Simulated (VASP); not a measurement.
# ScIr (Pm-3m) in VASP: relaxation of cell and atoms with LDA

Aim: the relaxation of cell and atoms of ScIr with LDA.

All numbers are computed with VASP 6.6.1; they aren't measurements. Logs are shortened: lines on timing, memory, paths and dates and some standing lists are left out, and cuts for length are marked.

## (1) The cell of the first run

It takes space group Pm-3m (No. 221, cubic). The conventional cell has a = 3.229 Å, b = 3.229 Å, c = 3.229 Å, α = 90.00°, β = 90.00°, γ = 90.00°. Within 3.7 Å of Sc (site symmetry m-3m) lie 8 Ir at 2.80 Å and 6 Sc at 3.23 Å. Within 3.7 Å of Ir (site symmetry m-3m) lie 8 Sc at 2.80 Å and 6 Ir at 3.23 Å.

## (2) Relaxation of cell and atoms, LDA

INCAR

```
  PREC = Accurate
  ENCUT = 500
  EDIFF = 1E-7
  ISMEAR = 0
  SIGMA = 0.1
  LREAL = F
  LASPH = T
  NELM = 120
  ALGO = Normal
  ISIF = 3
  LWAVE = F
  LCHARG = F
  GGA = CA
  IBRION = 2
  NSW = 70
  EDIFFG = -0.005
  GGA_COMPAT = F
  NELMIN = 4
```

KPOINTS

```
regular mesh
0
Gamma
  14 14 14
```

POSCAR

```
ScIr
1.0
    3.2285633939      0.0000000000      0.0000000000
    0.0000000000      3.2285633939      0.0000000000
    0.0000000000      0.0000000000      3.2285633939
Sc Ir
1 1
Direct
    0.5000000000      0.5000000000      0.5000000000
    0.0000000000      0.0000000000      0.0000000000
```

Potentials or basis: VASP PAW LDA potentials, release 64 (Sc_sv, Ir_sv_GW).

Launch:

```bash
cat potpaw_LDA.64/Sc_sv/POTCAR potpaw_LDA.64/Ir_sv_GW/POTCAR > POTCAR
mpirun -np 1 vasp_std > vasp.out
```

OUTCAR:

```text
PREC = Accurate
   ENCUT = 500
   EDIFF = 1E-7
   ISMEAR = 0
   LREAL = F
   LASPH = T
   NELM = 120
   ISIF = 3
   GGA = CA
   IBRION = 2
   NSW = 70
   EDIFFG = -0.005
   NELMIN = 4

 ion  position               nearest neighbor table
   1  0.500  0.500  0.500-   2 2.80   2 2.80   2 2.80   2 2.80   2 2.80   2 2.80   2 2.80   2 2.80

   2  0.000  0.000  0.000-   1 2.80   1 2.80   1 2.80   1 2.80   1 2.80   1 2.80   1 2.80   1 2.80

  LATTYP: Found a simple cubic cell.
 ALAT       =     3.2285633939

  Lattice vectors:

 A1 = (   3.2285633939,   0.0000000000,   0.0000000000)
 A2 = (   0.0000000000,   3.2285633939,   0.0000000000)
 A3 = (   0.0000000000,   0.0000000000,   3.2285633939)

Analysis of symmetry for initial positions (statically):
=====================================================================
 Subroutine PRICEL returns:
 Original cell was already a primitive cell.

 Routine SETGRP: Setting up the symmetry group for a
 simple cubic supercell.

 Subroutine GETGRP returns: Found 48 space group operations
 (whereof 48 operations were pure point group operations)
 out of a pool of 48 trial point group operations.

The static configuration has the point symmetry O_h .

Analysis of symmetry for dynamics (positions and initial velocities):
=====================================================================
 Subroutine PRICEL returns:
 Original cell was already a primitive cell.

 Routine SETGRP: Setting up the symmetry group for a
 simple cubic supercell.

 Subroutine GETGRP returns: Found 48 space group operations
 (whereof 48 operations were pure point group operations)
 out of a pool of 48 trial point group operations.

The dynamic configuration has the point symmetry O_h .

 Subroutine INISYM returns: Found 48 space group operations
 (whereof 48 operations are pure point group operations),
 and found     1 'primitive' translations

----------------------------------------------------------------------------------------

                                     Primitive cell

  volume of cell :      33.6533

  direct lattice vectors                    reciprocal lattice vectors
     3.228563394  0.000000000  0.000000000     0.309735284  0.000000000  0.000000000
     0.000000000  3.228563394  0.000000000     0.000000000  0.309735284  0.000000000
     0.000000000  0.000000000  3.228563394     0.000000000  0.000000000  0.309735284

  length of vectors
     3.228563394  3.228563394  3.228563394     0.309735284  0.309735284  0.309735284

  position of ions in fractional coordinates (direct lattice)
     0.500000000  0.500000000  0.500000000
     0.000000000  0.000000000  0.000000000

  ion indices of the primitive-cell ions
   primitive index   ion index
                 1           1
                 2           2

----------------------------------------------------------------------------------------

 KPOINTS: regular mesh

Automatic generation of k-mesh.
 Grid dimensions read from file:
 generate k-points for:   14   14   14

 Generating k-lattice:

  Cartesian coordinates                     Fractional coordinates (reciprocal lattice)
     0.022123949  0.000000000  0.000000000     0.071428571  0.000000000  0.000000000
     0.000000000  0.022123949  0.000000000     0.000000000  0.071428571  0.000000000
     0.000000000  0.000000000  0.022123949     0.000000000  0.000000000  0.071428571

  Length of vectors
     0.022123949  0.022123949  0.022123949

  Shift w.r.t. Gamma in fractional coordinates (k-lattice)
     0.000000000  0.000000000  0.000000000

 Subroutine IBZKPT returns following result:
 ===========================================

 Found    120 irreducible k-points:

 Following reciprocal coordinates:
            Coordinates               Weight
  0.000000  0.000000  0.000000      1.000000
  0.071429  0.000000  0.000000      6.000000
  0.142857  0.000000  0.000000      6.000000
  0.214286  0.000000  0.000000      6.000000
  0.285714  0.000000  0.000000      6.000000
  0.357143  0.000000  0.000000      6.000000
[... 16 lines left out ...]
  0.285714  0.214286  0.000000     24.000000
  0.357143  0.214286  0.000000     24.000000
 [... further k-points ...]
   k-points           NKPTS =    120   k-points in BZ     NKDIM =    120   number of bands    NBANDS=     18
   number of dos      NEDOS =    301   number of ions     NIONS =      2
   total plane-waves  NPLWV =  13824
   dimension x,y,z NGX =    24 NGY =   24 NGZ =   24
   dimension x,y,z NGXF=    48 NGYF=   48 NGZF=   48
   ions per type =               1   1
   NGX,Y,Z   is equivalent  to a cutoff of  12.36, 12.36, 12.36 a.u.
   NGXF,Y,Z  is equivalent  to a cutoff of  24.72, 24.72, 24.72 a.u.
 SYSTEM =  unknown system
   PREC   = accura    normal or accurate (medium, high low for compatibility)
   ISTART =      0    job   : 0-new  1-cont  2-samecut
   ICHARG =      2    charge: 1-file 2-atom 10-const
   ISPIN  =      1    spin polarized calculation?
   LNONCOLLINEAR =      F non collinear calculations
   LSORBIT =      F    spin-orbit coupling
   LASPH  =      T    aspherical Exc in radial PAW
   ENCUT  =  500.0 eV  36.75 Ry    6.06 a.u.   5.89  5.89  5.89*2*pi/ulx,y,z
   NELM   =    120;   NELMIN=  4; NELMDL= -5     # of ELM steps
   EDIFF  = 0.1E-06   stopping-criterion for ELM
   LREAL  =      F    real-space projection
   EDIFFG = -.5E-02   stopping-criterion for IOM
   NSW    =     70    number of steps for IOM
   IBRION =      2    ionic relax: 0-MD 1-quasi-New 2-CG
   NFREE  =      1    steps in history (QN), initial steepest desc. (CG)
   ISIF   =      3    stress and relaxation
   ISYM   =      2    0-nonsym 1-usesym 2-fastsym
   POTIM  = 0.5000    time-step for ionic-motion
   TEBEG  =    0.0;   TEEND  =   0.0 temperature during run
   PSTRESS=    0.0 pullay stress
   NELECT =      28.0000    total number of electrons
   NUPDOWN=      -1.0000    fix difference up-down
   EMIN   =  10.00;   EMAX   =-10.00  energy-range for DOS
   EFERMI =   0.00;   METHOD = LEGACY
   ISMEAR =     0;   SIGMA  =   0.10  broadening in eV -4-tet -1-fermi 0-gaus
   EFERMI_NEDOS =   21; number of points for ismear=-14 and -15
   IALGO  =     38    algorithm
   IMIX   =      4    mixing-type and parameters
     AMIX     =   0.40;   BMIX     =  1.00
     AMIX_MAG =   1.60;   BMIX_MAG =  1.00
  volume/ion in A,a.u.               =      16.83       113.55
  Fermi-wavevector in a.u.,A,eV,Ry     =   1.539755  2.909714 32.257296  2.370844
  Thomas-Fermi vector in A             =   2.645938
   LORBIT       =      0    0 simple, 1 ext, 2 COOP (PROOUT), +10 PAW based schemes
   GGA     = CA    functional components
   LHFCALC =     F    Hartree Fock is set to
   AEXX    =    0.0000 exact exchange contribution
   IVDW    =     0    specifies the selected vdW correction
   LEPSILON=     F    determine dielectric tensor
   LRPA    =     F    only Hartree local field effects (RPA)
 conjugate gradient relaxation of ions
 non-spin polarized calculation
 Gauss-broadening in eV      SIGMA  =   0.10
  energy-cutoff  :      500.00
  volume of cell :       33.65
 maximum number of plane-waves:       876
 NGX is ok and might be reduce to    24
   NGX = 11   NGY = 11   NGZ = 11

--------------------------------------- Ionic step        1  -------------------------------------------

 number of electron      28.0000005 magnetization

 Free energy of the ion-electron system (eV)
  ---------------------------------------------------
  ext. energy  EPLUGINS =         0.00000000
  ---------------------------------------------------
  free energy    TOTEN  =       -19.64258717 eV

  energy without entropy =      -19.63760204  energy(sigma->0) =      -19.64009460

------------------------ aborting loop because EDIFF is reached ----------------------------------------

  FORCE on cell =-STRESS in cart. coord.  units (eV):
  Direction    XX          YY          ZZ          XY          YZ          ZX
  --------------------------------------------------------------------------------------
  -------------------------------------------------------------------------------------
  Total       -2.3587682     -2.3587682     -2.3587682     -0.0000000      0.0000000     -0.0000000
  in kB     -112.2969340   -112.2969340   -112.2969340     -0.0000000      0.0000000     -0.0000000
  external PRESSURE =    -112.2969340 kB  Pullay stress =       0.0000000 kB
[... 21 lines left out ...]
  energy  without entropy=      -19.6376020403  energy(sigma->0) =      -19.64009460

--------------------------------------- Ionic step        2  -------------------------------------------

 number of electron      28.0000006 magnetization

 E-fermi :  10.2848     XC(G=0): -13.7574

 val. band max:       10.2842602111   @ k =   0.5000   0.0714   0.0714
 cond. band min:      10.3244208046   @ k =   0.5000   0.4286   0.2857
 fundamental gap:      0.0401605935
 Fermi energy:        10.2848394705

 k-point     1 :       0.0000    0.0000    0.0000
  band No.  band energies     occupation
      1     -81.8861      2.00000
      2     -38.9584      2.00000
      3     -38.9584      2.00000
      4     -38.9584      2.00000
      5     -38.0581      2.00000
      6     -16.9026      2.00000
[... 10 lines left out ...]
     17      15.2652      0.00000
     18      15.2652      0.00000
[... 552 lines left out ...]
  energy  without entropy=      -19.7152627940  energy(sigma->0) =      -19.71742775

--------------------------------------- Ionic step        4  -------------------------------------------

 number of electron      28.0000002 magnetization

 Free energy of the ion-electron system (eV)
  ---------------------------------------------------
  ext. energy  EPLUGINS =         0.00000000
  ---------------------------------------------------
  free energy    TOTEN  =       -19.71968550 eV

  energy without entropy =      -19.71537328  energy(sigma->0) =      -19.71752939

 E-fermi :   8.7505     XC(G=0): -13.1125

 val. band max:        8.7462552893   @ k =   0.5000   0.4286   0.2857
 cond. band min:       8.7798728732   @ k =   0.5000   0.3571   0.3571
 fundamental gap:      0.0336175839
 Fermi energy:         8.7504950946

 k-point     1 :       0.0000    0.0000    0.0000
  band No.  band energies     occupation
      1     -83.0930      2.00000
      2     -40.1625      2.00000
      3     -40.1625      2.00000
      4     -40.1625      2.00000
      5     -39.7934      2.00000
      6     -18.6629      2.00000
[... 10 lines left out ...]
     17      13.2154      0.00000
     18      13.2154      0.00000
[... 512 lines left out ...]
  FREE ENERGIE OF THE ION-ELECTRON SYSTEM (eV)
  ---------------------------------------------------
  free  energy   TOTEN  =       -19.7196855003 eV

  energy  without entropy=      -19.7153732789  energy(sigma->0) =      -19.71752939

 reached required accuracy - stopping structural energy minimisation
```

It took 65 s on 1 thread of Intel Xeon 6975P-C (Granite Rapids), shared host; peak memory 0.2 GiB.

What came out:

```yaml
Free_energy: -19.7197 eV
Relaxed_volume: 15.79 Å³/atom
Relaxed_cell: a = 3.161 Å, b = 3.161 Å, c = 3.161 Å, α = 90.00°, β = 90.00°, γ = 90.00°
Space_group_after_relaxing_to_0.1_Å: Pm-3m (No. 221)
Energy_gained_by_relaxing: 38.5 meV/atom
Ionic_steps: 4
Pressure_after_relaxing: 0.0 GPa
Band_gap_on_the_k_mesh: zero (bands 14 and 15 overlap by 0.63 eV)
```

The path:
```tsv
step	energy change (eV)	largest force (eV/Å)	pressure (GPa)	volume (Å³)
1	0.0000	0.0000	-11.23	33.65
2	0.1920	0.0000	28.40	28.23
3	-0.0770	0.0000	-0.43	31.64
4	-0.0771	0.0000	0.01	31.58
```

Final structure:
```
CELL_PARAMETERS angstrom
3.16093 0.00000 0.00000
0.00000 3.16093 0.00000
0.00000 0.00000 3.16093
ATOMIC_POSITIONS crystal
Sc 0.50000 0.50000 0.50000
Ir 0.00000 0.00000 0.00000
```

Caveat: spin-orbit coupling is left out, which moves the levels of the heavy elements. Zero-point motion and thermal expansion aren't in these numbers.
